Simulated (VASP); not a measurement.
Wanted: the native input for a VASP 6.6.1 run.

```yaml
Task: single point
Functional: PBE
Potentials_or_basis: VASP PAW PBE potentials, release 64 (Ce, O)
Cutoff: 600 eV
k_mesh: 9 × 9 × 9
Occupations: gaussian, width 0.05 eV
Spin: collinear spin, zero start
Starting_moments: "[0.0, 0.0] μB"
Fixed_moment: 0 μB
Hubbard_terms: Ce f U = 8.0 eV
Dipole_correction: no
Further_INCAR_settings: ALGO = Normal; EDIFF = 1e-06; NBANDS = 20
```

The structure of CeO lies in POSCAR:

```
CeO
1.0
    1.2318552300      0.7112119500      3.9303922000
   -1.2318552300      0.7112119500      3.9303922000
    0.0000000000     -1.4224239000      3.9303922000
Ce O
1 1
Direct
    0.5000000000      0.5000000000      0.5000000000
    0.0000000000      0.0000000000      0.0000000000
```

One way to write it, as run:

INCAR

```
  PREC = Accurate
  ENCUT = 600
  EDIFF = 1E-6
  ISMEAR = 0
  SIGMA = 0.05
  LREAL = False
  LASPH = True
  NELM = 200
  ALGO = Normal
  ISIF = 2
  LWAVE = False
  LCHARG = False
  ISPIN = 2
  MAGMOM = 0 0
  LORBIT = 11
  NUPDOWN = 0.0
  LMAXMIX = 6
  LDAU = True
  LDAUTYPE = 2
  LDAUL = 3 -1
  LDAUU = 8 0
  LDAUJ = 0 0
  LDAUPRINT = 1
  GGA = PE
  NBANDS = 20
  GGA_COMPAT = False
```

KPOINTS

```
Automatic mesh
0
Gamma
  9 9 9
```

Potentials or basis: VASP PAW PBE potentials, release 64 (Ce, O).

Run with:

```bash
$ cat potpaw_PBE.64/Ce/POTCAR potpaw_PBE.64/O/POTCAR > POTCAR
$ mpirun -np 1 vasp_std > vasp.out
```

It gave:

The pressure is 178.6 GPa. The net moment is 0.00 μB per cell. The valence electrons inside the program's atomic spheres are Ce 11.40; O 5.04.

Caveat: the magnetic or orbital state may not be the lowest; the total moment is fixed, so each spin has its own Fermi level.

It took 7.2 min on 1 thread of Intel Xeon 8259CL, with other jobs on the host, peak memory 0.32 GiB.
